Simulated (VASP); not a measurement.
# W (R-3m) in VASP: a series of runs

W is run at these levels: PBE; tasks: single point.

Everything below comes from runs of VASP 6.6.1. Logs are shortened: lines on timing, memory, paths and dates and some standing lists are left out, and cuts for length are marked.

### Step 1. The cell of the first run

The structure is trigonal, space group R-3m (No. 166). Conventional cell: a = 4.466 Å, b = 4.466 Å, c = 2.775 Å, α = 90.00°, β = 90.00°, γ = 120.00°. Within 3.6 Å of W (site symmetry -3m) lie 14 W at 2.74 to 3.17 Å.

### Step 2. Single point, PBE

Contents of INCAR:

```
PREC = Accurate
ENCUT = 520
EDIFF = 1E-6
ISMEAR = 0
SIGMA = 0.1
LREAL = F
LASPH = T
NELM = 80
ALGO = Fast
ISIF = 2
LWAVE = F
LCHARG = F
GGA = PE
NBANDS = 28
```

Contents of KPOINTS:

```
regular mesh
0
Gamma
  6 6 36
```

Contents of POSCAR:

```
W
1.0
    7.7358807789      0.0000000000     -0.0000000402
   -3.8679403894      6.6994692751      0.0000000201
   -2.5786269311      0.0000000000      0.9249654047
W
3
Direct
    0.3333333333      0.6666666667      0.0000000000
    0.0000000000      0.0000000000      0.0000000000
    0.6666666667      0.3333333333      0.0000000000
```

Potentials or basis: VASP PAW PBE potentials, release 64 (W_sv).

The run is started by

```bash
$ cat potpaw_PBE.64/W_sv/POTCAR > POTCAR
$ mpirun -np 1 vasp_std > vasp.out
```

OUTCAR:

```text
PREC = Accurate
   ENCUT = 520
   EDIFF = 1E-6
   ISMEAR = 0
   LREAL = F
   LASPH = T
   NELM = 80
   ISIF = 2
   GGA = PE

 ion  position               nearest neighbor table
   1  0.333  0.667  0.000-   2 2.74   3 2.74   2 2.74   3 2.74
   2  0.000  0.000  0.000-   1 2.74   3 2.74   3 2.74   1 2.74
   3  0.667  0.333  0.000-   2 2.74   1 2.74   2 2.74   1 2.74

  LATTYP: Found a base centered monoclinic cell.
 ALAT       =     3.1735722186
 B/A-ratio  =     4.2220367546
 C/A-ratio  =     0.8632238448
 COS(beta)  =    -0.5679995904

  Lattice vectors:

 A1 = (   1.2893134583,  -6.6994692751,   0.9249653846)
 A2 = (   1.2893134584,   6.6994692751,   0.9249653846)
 A3 = (  -2.5786269311,   0.0000000000,   0.9249654047)

Analysis of symmetry for initial positions (statically):
=====================================================================
 Subroutine PRICEL returns following result:

  LATTYP: Found a trigonal (rhomboedric) cell.
 ALAT       =     2.7395031982
 COS(alpha) =    -0.3289990172

  Lattice vectors:

 A1 = (  -1.2893134579,   2.2331564248,  -0.9249653846)
 A2 = (   2.5786269311,   0.0000000000,  -0.9249654047)
 A3 = (  -1.2893134576,  -2.2331564255,  -0.9249653846)

   3 primitive cells build up your supercell.

 Routine SETGRP: Setting up the symmetry group for a
 base centered monoclinic supercell.

 Subroutine GETGRP returns: Found  4 space group operations
 (whereof  4 operations were pure point group operations)
 out of a pool of  4 trial point group operations.

The static configuration has the point symmetry C_2h.

Analysis of symmetry for dynamics (positions and initial velocities):
=====================================================================
 Subroutine PRICEL returns following result:

  LATTYP: Found a trigonal (rhomboedric) cell.
 ALAT       =     2.7395031982
 COS(alpha) =    -0.3289990172

  Lattice vectors:

 A1 = (  -1.2893134579,   2.2331564248,  -0.9249653846)
 A2 = (   2.5786269311,   0.0000000000,  -0.9249654047)
 A3 = (  -1.2893134576,  -2.2331564255,  -0.9249653846)

   3 primitive cells build up your supercell.

 Routine SETGRP: Setting up the symmetry group for a
 base centered monoclinic supercell.
[... 115 lines left out ...]
   ICHARG =      2    charge: 1-file 2-atom 10-const
   ISPIN  =      1    spin polarized calculation?
   LNONCOLLINEAR =      F non collinear calculations
   LSORBIT =      F    spin-orbit coupling
   LASPH  =      T    aspherical Exc in radial PAW
   ENCUT  =  520.0 eV  38.22 Ry    6.18 a.u.  14.38 14.38  5.09*2*pi/ulx,y,z
   NELM   =     80;   NELMIN=  2; NELMDL= -5     # of ELM steps
   EDIFF  = 0.1E-05   stopping-criterion for ELM
   LREAL  =      F    real-space projection
   EDIFFG = 0.1E-04   stopping-criterion for IOM
   NSW    =      0    number of steps for IOM
   IBRION =     -1    ionic relax: 0-MD 1-quasi-New 2-CG
   NFREE  =      0    steps in history (QN), initial steepest desc. (CG)
   ISIF   =      2    stress and relaxation
   ISYM   =      2    0-nonsym 1-usesym 2-fastsym
   POTIM  = 0.5000    time-step for ionic-motion
   TEBEG  =    0.0;   TEEND  =   0.0 temperature during run
   PSTRESS=    0.0 pullay stress
   NELECT =      42.0000    total number of electrons
   NUPDOWN=      -1.0000    fix difference up-down
   EMIN   =  10.00;   EMAX   =-10.00  energy-range for DOS
   EFERMI =   0.00;   METHOD = LEGACY
   ISMEAR =     0;   SIGMA  =   0.10  broadening in eV -4-tet -1-fermi 0-gaus
   EFERMI_NEDOS =   21; number of points for ismear=-14 and -15
   IALGO  =     68    algorithm
   IMIX   =      4    mixing-type and parameters
     AMIX     =   0.40;   BMIX     =  1.00
     AMIX_MAG =   1.60;   BMIX_MAG =  1.00
  volume/ion in A,a.u.               =      15.98       107.83
  Fermi-wavevector in a.u.,A,eV,Ry     =   1.566508  2.960272 33.387995  2.453948
  Thomas-Fermi vector in A             =   2.668826
   LORBIT       =      0    0 simple, 1 ext, 2 COOP (PROOUT), +10 PAW based schemes
   GGA     = PE    functional components
   LHFCALC =     F    Hartree Fock is set to
   AEXX    =    0.0000 exact exchange contribution
   IVDW    =     0    specifies the selected vdW correction
   LEPSILON=     F    determine dielectric tensor
   LRPA    =     F    only Hartree local field effects (RPA)
 non-spin polarized calculation
 RMM-DIIS sequential band-by-band and
 Gauss-broadening in eV      SIGMA  =   0.10
  energy-cutoff  :      520.00
  volume of cell :       47.94
 maximum number of plane-waves:      1307
 NGX is ok and might be reduce to    60
   NGX = 29   NGY = 29   NGZ = 11

 number of electron      42.0000007 magnetization

 Free energy of the ion-electron system (eV)
  ---------------------------------------------------
  ext. energy  EPLUGINS =         0.00000000
  ---------------------------------------------------
  free energy    TOTEN  =       -38.85365018 eV

  energy without entropy =      -38.84495578  energy(sigma->0) =      -38.84930298

 E-fermi :  11.3331     XC(G=0): -13.5953

 val. band max:       11.3316797495   @ k =   0.0000   0.1667   0.5000
 cond. band min:      11.3346240808   @ k =   0.5000  -0.0000   0.0278
 fundamental gap:      0.0029443312
 Fermi energy:        11.3330875116

 k-point     1 :       0.0000    0.0000    0.0000
  band No.  band energies     occupation
      1     -62.8661      2.00000
      2     -62.7658      2.00000
      3     -62.7658      2.00000
      4     -27.4047      2.00000
      5     -27.4047      2.00000
      6     -26.7630      2.00000
[... 733 lines left out ...]
     27      14.4000      0.00000
     28      14.4000      0.00000

 [... further k-points ...]

------------------------ aborting loop because EDIFF is reached ----------------------------------------

  FORCE on cell =-STRESS in cart. coord.  units (eV):
  Direction    XX          YY          ZZ          XY          YZ          ZX
  --------------------------------------------------------------------------------------
  -------------------------------------------------------------------------------------
  Total        1.5349860      1.5353946      0.1354854      0.0000000      0.0000000     -0.0000806
  in kB       51.3025976     51.3162525      4.5282179      0.0000000      0.0000000     -0.0026932
  external PRESSURE =      35.7156893 kB  Pullay stress =       0.0000000 kB

 VOLUME and BASIS-vectors are now :
 -----------------------------------------------------------------------------
  energy-cutoff  :      520.00
  volume of cell :       47.94
      direct lattice vectors                 reciprocal lattice vectors
     7.735880779  0.000000000 -0.000000040     0.129267764  0.074632778  0.360373844
    -3.867940389  6.699469275  0.000000020     0.000000000  0.149265555  0.000000000
    -2.578626931  0.000000000  0.924965405     0.000000006 -0.000000000  1.081121531

 POSITION                                       TOTAL-FORCE (eV/Angst)
 -----------------------------------------------------------------------------------
     -0.00000      4.46631      0.00000         0.000000      0.000000      0.000000
      0.00000      0.00000      0.00000         0.000000      0.000000     -0.000000
      3.86794      2.23316     -0.00000        -0.000000     -0.000000     -0.000000
 -----------------------------------------------------------------------------------
    total drift:                                0.000000      0.000000     -0.000000

  FREE ENERGIE OF THE ION-ELECTRON SYSTEM (eV)
  ---------------------------------------------------
  free  energy   TOTEN  =       -38.8536501775 eV

  energy  without entropy=      -38.8449557817  energy(sigma->0) =      -38.84930298
```

Run time: 11 min. Hardware: 1 thread of AMD EPYC 9R45 (Zen 5), shared host; peak memory 0.5 GiB.

Results:

- Free energy: -38.8537 eV
- Pressure: 3.6 GPa
- Band gap on the k mesh: zero (bands 21 and 22 overlap by 3.09 eV)

Stress tensor (GPa, compression positive):
```
5.13 0.00 0.00
0.00 5.13 0.00
0.00 0.00 0.45
```

Levels at points of the mesh, in eV from the Fermi level:
```tsv
k point	band 19	band 20	band 21	band 22	band 23	band 24
(0.00, 0.00, 0.00)	-1.44	-1.31	-1.31	-1.05	1.92	1.92
(0.50, 0.00, 0.00)	-1.53	-1.53	0.57	1.93	1.93	2.19
(0.00, 0.50, 0.00)	-1.47	-1.47	-0.03	-0.03	0.72	1.48
(0.00, 0.00, 0.50)	-2.15	-2.15	0.34	0.34	4.89	5.21
(0.50, 0.00, 0.50)	-1.47	-1.47	0.72	1.79	1.79	2.07
(0.00, 0.50, 0.50)	0.57	1.36	1.36	1.52	1.52	2.19
```

Caveat: the cell stands under pressure; spin-orbit coupling is left out, which moves the levels of the heavy elements.

### Step 3. Single point, PBE

This run uses another cell than the first one, of 16.03 Å³/atom.

Contents of INCAR:

```
ALGO = Fast
EDIFF = 1E-7
ENCUT = 520
GGA = PE
ISIF = 2
ISMEAR = 0
LASPH = T
LCHARG = F
LREAL = F
LWAVE = F
NBANDS = 28
NELM = 80
PREC = Accurate
SIGMA = 0.1
```

Contents of KPOINTS:

```
k-points
0
Gamma
  6 6 36
```

Contents of POSCAR:

```
W
1.0
    7.7358807789      0.0000000000      0.0000000000
   -3.8679403894      6.6994692751      0.0000000000
   -2.5786269263      0.0000000000      0.9278932998
W
3
Direct
    0.3333333333      0.6666666667      0.0000000000
    0.0000000000      0.0000000000      0.0000000000
    0.6666666667      0.3333333333      0.0000000000
```

Potentials or basis: VASP PAW PBE potentials, release 64 (W_sv).

The run is started by

```bash
$ cat potpaw_PBE.64/W_sv/POTCAR > POTCAR
$ mpirun -np 1 vasp_std > vasp.out
```

Run time: 15 min. Hardware: 1 thread of AMD EPYC 9R45 (Zen 5), shared host; peak memory 0.5 GiB.

It converged, with:

```
Free energy            : -38.8535 eV
Pressure               : 2.6 GPa
Band gap on the k mesh : zero (bands 21 and 22 overlap by 3.05 eV)
```

Stress tensor (GPa, compression positive):
```
 4.39  0.00  0.00
 0.00  4.39  0.00
 0.00  0.00 -0.99
```

Levels at points of the mesh, in eV from the Fermi level:
```tsv
k point	band 19	band 20	band 21	band 22	band 23	band 24
(0.00, 0.00, 0.00)	-1.43	-1.33	-1.33	-1.01	1.90	1.90
(0.50, 0.00, 0.00)	-1.54	-1.54	0.54	1.93	1.93	2.19
(0.00, 0.50, 0.00)	-1.45	-1.45	-0.05	-0.05	0.73	1.46
(0.00, 0.00, 0.50)	-2.14	-2.14	0.34	0.34	4.82	5.21
(0.50, 0.00, 0.50)	-1.47	-1.47	0.73	1.76	1.76	2.05
(0.00, 0.50, 0.50)	0.54	1.36	1.36	1.51	1.51	2.19
```

Caveat: spin-orbit coupling is left out, which moves the levels of the heavy elements.
